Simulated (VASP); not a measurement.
# Si in VASP: single point with PBEsol+D4

Aim: the single point of Si with PBEsol+D4.

Everything below comes from runs of VASP 6.6.1. Logs are shortened: lines on timing, memory, paths and dates and some standing lists are left out, and cuts for length are marked.

## Step 1: The cell of the first run

The cell holds a slab with vacuum, 7 atoms: a = 3.842 Å, b = 3.842 Å, c = 25.791 Å, α = 90.00°, β = 90.00°, γ = 90.00°.

## Step 2: Single point, PBEsol+D4, collinear spin

INCAR reads:

```
SYSTEM = Si
ALGO     = Normal         ! electronic algorithm
DIPOL    = 0.5 0.5 0.484
EDIFF    = 1E-6           ! SCF threshold, eV
ENCUT    = 400            ! plane-wave cutoff, eV
GGA      = PS             ! functional
GGA_COMPAT= .False.      
IDIPOL   = 3            
ISIF     = 2              ! what is computed and relaxed
ISMEAR   = 0              ! smearing method
ISPIN    = 2              ! spin polarisation
IVDW     = 13             ! dispersion correction
LASPH    = .True.         ! aspherical terms in the spheres
LCHARG   = .False.        ! write CHGCAR
LDIPOL   = .True.       
LORBIT   = 11             ! projections on sites
LREAL    = .False.        ! projectors in reciprocal space
LWAVE    = .False.        ! write WAVECAR
MAGMOM   = 0 0 0 0 0 0 2  ! initial moments
NBANDS   = 27             ! bands
NELM     = 200            ! most SCF steps
NELMDL   = -8           
PREC     = Accurate       ! precision mode
SIGMA    = 0.05           ! smearing width, eV
```

KPOINTS reads:

```
k-points
0
Gamma
  8 8 1
  0 0 0
```

POSCAR reads:

```
Si
1.0
    3.8417168278      0.0000000000      0.0000000000
    0.0000000000      3.8417168278      0.0000000000
    0.0000000000      0.0000000000     25.7912600509
Si
7
Direct
    0.0000000000      0.5000000000      0.3295690084
    0.0000000000      0.0000000000      0.3822322752
    0.5000000000      0.0000000000      0.4348955421
    0.5000000000      0.5000000000      0.4868810486
    0.0000000000      0.5000000000      0.5404639551
    0.0000000000      0.0000000000      0.6037948317
    0.5000000000      0.5000000000      0.6075078499
```

Potentials or basis: VASP PAW PBE potentials, release 64 (Si).

Launch:

```
> cat potpaw_PBE.64/Si/POTCAR > POTCAR
> mpirun -np 1 vasp_std > vasp.out
```

OUTCAR:

```text
SYSTEM = Si
   EDIFF = 1E-6
   ENCUT = 400
   GGA = PS
   ISIF = 2
   ISMEAR = 0
   ISPIN = 2
   IVDW = 13
   LASPH = .True.
   LORBIT = 11
   LREAL = .False.
   NELM = 200
   NELMDL = -8
   PREC = Accurate

 ion  position               nearest neighbor table
   1  0.000  0.500  0.330-   2 2.35   2 2.35
   2  0.000  0.000  0.382-   1 2.35   1 2.35   3 2.35   3 2.35
   3  0.500  0.000  0.435-   4 2.34   4 2.34   2 2.35   2 2.35
   4  0.500  0.500  0.487-   3 2.34   3 2.34   5 2.37   5 2.37   7 3.11
   5  0.000  0.500  0.540-   4 2.37   4 2.37   6 2.52   6 2.52   7 2.58   7 2.58
   6  0.000  0.000  0.604-   5 2.52   5 2.52   7 2.72   7 2.72   7 2.72   7 2.72
   7  0.500  0.500  0.608-   5 2.58   5 2.58   6 2.72   6 2.72   6 2.72   6 2.72   4 3.11

  LATTYP: Found a simple tetragonal cell.
 ALAT       =     3.8417168278
 C/A-ratio  =     6.7134724413

  Lattice vectors:

 A1 = (   3.8417168278,   0.0000000000,   0.0000000000)
 A2 = (   0.0000000000,   3.8417168278,   0.0000000000)
 A3 = (   0.0000000000,   0.0000000000,  25.7912600509)

Analysis of symmetry for initial positions (statically):
=====================================================================
 Subroutine PRICEL returns:
 Original cell was already a primitive cell.

 Routine SETGRP: Setting up the symmetry group for a
 simple tetragonal supercell.

 Subroutine GETGRP returns: Found  4 space group operations
 (whereof  4 operations were pure point group operations)
 out of a pool of 16 trial point group operations.

The static configuration has the point symmetry C_2v.

Analysis of symmetry for dynamics (positions and initial velocities):
=====================================================================
 Subroutine PRICEL returns:
 Original cell was already a primitive cell.

 Routine SETGRP: Setting up the symmetry group for a
 simple tetragonal supercell.

 Subroutine GETGRP returns: Found  4 space group operations
 (whereof  4 operations were pure point group operations)
 out of a pool of 16 trial point group operations.

The dynamic configuration has the point symmetry C_2v.

Analysis of structural, dynamic, and magnetic symmetry:
=====================================================================
 Subroutine PRICEL returns:
 Original cell was already a primitive cell.

 Routine SETGRP: Setting up the symmetry group for a
 simple tetragonal supercell.

 Subroutine GETGRP returns: Found  4 space group operations
 (whereof  4 operations were pure point group operations)
 out of a pool of 16 trial point group operations.

The overall configuration has the point symmetry C_2v.

 Subroutine INISYM returns: Found  4 space group operations
 (whereof  4 operations are pure point group operations),
 and found     1 'primitive' translations

----------------------------------------------------------------------------------------

                                     Primitive cell

  volume of cell :     380.6477

  direct lattice vectors                    reciprocal lattice vectors
     3.841716828  0.000000000  0.000000000     0.260300289  0.000000000  0.000000000
     0.000000000  3.841716828  0.000000000     0.000000000  0.260300289  0.000000000
     0.000000000  0.000000000 25.791260051     0.000000000  0.000000000  0.038772825

  length of vectors
     3.841716828  3.841716828 25.791260051     0.260300289  0.260300289  0.038772825

  position of ions in fractional coordinates (direct lattice)
     0.000000000  0.500000000  0.329569008
     0.000000000  0.000000000  0.382232275
     0.500000000  0.000000000  0.434895542
     0.500000000  0.500000000  0.486881049
     0.000000000  0.500000000  0.540463955
     0.000000000  0.000000000  0.603794832
     0.500000000  0.500000000  0.607507850

  ion indices of the primitive-cell ions
   primitive index   ion index
                 1           1
                 2           2
                 3           3
                 4           4
                 5           5
[... 59 lines left out ...]
   dimension x,y,z NGXF=    56 NGYF=   56 NGZF=  336
   ions per type =               7
   NGX,Y,Z   is equivalent  to a cutoff of  12.12, 12.12, 10.83 a.u.
   NGXF,Y,Z  is equivalent  to a cutoff of  24.23, 24.23, 21.66 a.u.
 SYSTEM =  Si
   PREC   = accura    normal or accurate (medium, high low for compatibility)
   ISTART =      0    job   : 0-new  1-cont  2-samecut
   ICHARG =      2    charge: 1-file 2-atom 10-const
   ISPIN  =      2    spin polarized calculation?
   LNONCOLLINEAR =      F non collinear calculations
   LSORBIT =      F    spin-orbit coupling
   LASPH  =      T    aspherical Exc in radial PAW
   ENCUT  =  400.0 eV  29.40 Ry    5.42 a.u.   6.26  6.26 42.06*2*pi/ulx,y,z
   NELM   =    200;   NELMIN=  2; NELMDL= -8     # of ELM steps
   EDIFF  = 0.1E-05   stopping-criterion for ELM
   LREAL  =      F    real-space projection
   EDIFFG = 0.1E-04   stopping-criterion for IOM
   NSW    =      0    number of steps for IOM
   IBRION =     -1    ionic relax: 0-MD 1-quasi-New 2-CG
   NFREE  =      0    steps in history (QN), initial steepest desc. (CG)
   ISIF   =      2    stress and relaxation
   ISYM   =      2    0-nonsym 1-usesym 2-fastsym
   POTIM  = 0.5000    time-step for ionic-motion
   TEBEG  =    0.0;   TEEND  =   0.0 temperature during run
   PSTRESS=    0.0 pullay stress
   NELECT =      28.0000    total number of electrons
   NUPDOWN=      -1.0000    fix difference up-down
   EMIN   =  10.00;   EMAX   =-10.00  energy-range for DOS
   EFERMI =   0.00;   METHOD = LEGACY
   ISMEAR =     0;   SIGMA  =   0.05  broadening in eV -4-tet -1-fermi 0-gaus
   EFERMI_NEDOS =   21; number of points for ismear=-14 and -15
   IALGO  =     38    algorithm
   IMIX   =      4    mixing-type and parameters
     AMIX     =   0.40;   BMIX     =  1.00
     AMIX_MAG =   1.60;   BMIX_MAG =  1.00
  volume/ion in A,a.u.               =      54.38       366.96
  Fermi-wavevector in a.u.,A,eV,Ry     =   0.685940  1.296240  6.401736  0.470514
  Thomas-Fermi vector in A             =   1.766026
   LORBIT       =     11    0 simple, 1 ext, 2 COOP (PROOUT), +10 PAW based schemes
   GGA     = PS    functional components
   LHFCALC =     F    Hartree Fock is set to
   AEXX    =    0.0000 exact exchange contribution
   IVDW    =    13    specifies the selected vdW correction
   LEPSILON=     F    determine dielectric tensor
   LRPA    =     F    only Hartree local field effects (RPA)
 spin polarized calculation
 Gauss-broadening in eV      SIGMA  =   0.05
  energy-cutoff  :      400.00
  volume of cell :      380.65
 maximum number of plane-waves:      6948
 NGX is ok and might be reduce to    28
   NGX = 13   NGY = 13   NGZ = 85

 dipolmoment           0.000000      0.000000      0.308770 electrons x Angstroem

 number of electron      27.9999997 magnetization       0.0001814

 number of electron      27.9999997 magnetization      -0.0000025

 dipolmoment           0.000000      0.000000     -0.065629 electrons x Angstroem

 Free energy of the ion-electron system (eV)
  ---------------------------------------------------
  ext. energy  EPLUGINS =         0.00000000
  ---------------------------------------------------
  free energy    TOTEN  =       -36.02970577 eV

  energy without entropy =      -36.02552313  energy(sigma->0) =      -36.02761445

 E-fermi :  -1.0370     XC(G=0):  -4.1099

 val. band max:       -1.1252826789   @ k =  -0.2500   0.5000   0.0000
 cond. band min:      -1.0314913204   @ k =   0.5000   0.1250   0.0000
 fundamental gap:      0.0937913584
 Fermi energy:        -1.0370393925

 spin component 1

 k-point     1 :       0.0000    0.0000    0.0000
  band No.  band energies     occupation
      1     -13.3408      1.00000
      2     -12.0836      1.00000
      3     -10.3608      1.00000
      4      -8.1497      1.00000
      5      -5.6576      1.00000
      6      -4.3760      1.00000
[... 685 lines left out ...]
     25       5.6285      0.00000
     26       5.7585      0.00000

 [... further k-points ...]

 spin component 2

 k-point     1 :       0.0000    0.0000    0.0000
  band No.  band energies     occupation
      1     -13.3408      1.00000
      2     -12.0836      1.00000
      3     -10.3608      1.00000
      4      -8.1497      1.00000
      5      -5.6576      1.00000
      6      -4.3760      1.00000
[... 685 lines left out ...]
     25       5.6282      0.00000
     26       5.7582      0.00000

 [... further k-points ...]

 [bands above 26 left out]

------------------------ aborting loop because EDIFF is reached ----------------------------------------

 vacuum level on the upper side and lower side of the slab       (xc-potential included)        -0.385         0.339

  DFT-D4 for vdW energy calculation

  Edisp (eV):   -1.05585

  FORCE on cell =-STRESS in cart. coord.  units (eV):
  Direction    XX          YY          ZZ          XY          YZ          ZX
  --------------------------------------------------------------------------------------
  -------------------------------------------------------------------------------------
  Total      -4.87000    -5.94417    -0.61197     0.00000     0.00000     0.00000
  in kB     -20.49821   -25.01951    -2.57585     0.00000     0.00000     0.00000
  external pressure =      -16.03 kB  Pullay stress =        0.00 kB

 VOLUME and BASIS-vectors are now :
 -----------------------------------------------------------------------------
  energy-cutoff  :      400.00
  volume of cell :      380.65
      direct lattice vectors                 reciprocal lattice vectors
     3.841716828  0.000000000  0.000000000     0.260300289  0.000000000  0.000000000
     0.000000000  3.841716828  0.000000000     0.000000000  0.260300289  0.000000000
     0.000000000  0.000000000 25.791260051     0.000000000  0.000000000  0.038772825

 POSITION                                       TOTAL-FORCE (eV/Angst)
 -----------------------------------------------------------------------------------
      0.00000      1.92086      8.50000         0.000000      0.000000      0.105075
      0.00000      0.00000      9.85825         0.000000      0.000000      0.059862
      1.92086      0.00000     11.21650         0.000000      0.000000     -0.100580
      1.92086      1.92086     12.55728         0.000000      0.000000     -0.018246
      0.00000      1.92086     13.93925         0.000000      0.000000     -0.000765
      0.00000      0.00000     15.57263         0.000000      0.000000     -0.024472
      1.92086      1.92086     15.66839         0.000000      0.000000     -0.020875
 -----------------------------------------------------------------------------------
    total drift:                               -0.000000     -0.000000     -0.000014

  FREE ENERGIE OF THE ION-ELECTRON SYSTEM (eV)
  ---------------------------------------------------
  free  energy   TOTEN  =       -37.0855538684 eV

  energy  without entropy=      -37.0813712288  energy(sigma->0) =      -37.08346255

 vacuum level on the upper side and lower side of the slab         3.669         4.476

 total charge

# of ion       s       p       d       tot
------------------------------------------
    1        0.860   0.718   0.000   1.579
    2        0.765   0.916   0.000   1.681
    3        0.768   0.906   0.000   1.674
    4        0.779   0.894   0.000   1.673
    5        0.765   0.865   0.000   1.630
    6        0.828   0.738   0.000   1.566
    7        0.876   0.658   0.000   1.534
--------------------------------------------------
tot          5.641   5.696   0.000  11.337

 magnetization (x)

# of ion       s       p       d       tot
------------------------------------------
    1        0.000   0.000   0.000   0.000
    2        0.000   0.000   0.000   0.000
    3        0.000   0.000   0.000   0.000
    4        0.000   0.000   0.000   0.000
    5       -0.000  -0.000   0.000  -0.000
    6        0.000   0.000   0.000   0.000
    7       -0.000   0.000   0.000   0.000
--------------------------------------------------
tot          0.000   0.000   0.000   0.000
```

It took 34 min on 1 thread of Intel Xeon 8259CL, shared host; peak memory 0.59 GiB.

What came out:

```
Free energy                                           : -37.0856 eV
Largest force                                         : 0.105 eV/Å
Band gap on the k mesh                                : zero (filled and empty bands overlap)
Net moment                                            : 0.00 μB per cell
Valence electrons inside the program's atomic spheres : Si 1.58, 1.68, 1.67, 1.63, 1.57, 1.53 (each value once)
Dispersion energy per atom                            : -0.151 eV
```

Forces in eV/Å, atoms in the order of the input:
```
Si   0.000  0.000  0.105
Si   0.000  0.000  0.060
Si   0.000  0.000 -0.101
Si   0.000  0.000 -0.018
Si   0.000  0.000 -0.001
Si   0.000  0.000 -0.024
Si   0.000  0.000 -0.021
```

Caveat: the PAW data sets were made with another functional, which shifts forces and pressure a little.

The gap in the log of VASP goes by the Fermi energy; the results here count the filled bands.